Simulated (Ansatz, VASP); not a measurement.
**Hf in VASP and in Ansatz**

```
Hf
1.0
    -1.77792    1.77792    1.83207
     1.77792   -1.77792    1.83207
     1.77792    1.77792   -1.83207
Hf
1
Cartesian
  0.0000 0.0000 0.0000
```

Change from the starting cell: strain -0.015 along x and y, +0.015 along z, atoms carried along.

Alike in both runs: task single point; functional PBEsol; k mesh 18 × 18 × 18; occupations gaussian, width 0.15 eV; no spin polarisation.

```csv
,VASP,Ansatz
version,VASP 6.6.1,Ansatz 0.2.0
potentials or method,"VASP PAW PBE potentials, release 64 (Hf_pv), cutoff 520 eV","scalar-relativistic, plane waves, PAW"
valence electrons in the cell,10,26
```

|  | VASP | Ansatz | Ansatz less VASP |
| --- | --- | --- | --- |
| gap on the k mesh at the Fermi level (eV) | none | none | - |
| pressure (GPa) | -8.1 | -7.8 | +0.27 |
| traceless stress, the component that is largest in VASP (GPa) | 0.84 | 0.82 | -0.026 |

VASP's potentials were made for PBE, not for PBEsol. A gap of «none» marks a metal or a gap that the smearing closes. VASP's potentials hold 10 valence electrons a cell and Ansatz's 26, so a difference there can come from the potentials and not from the codes.

Spin-orbit coupling is off throughout.
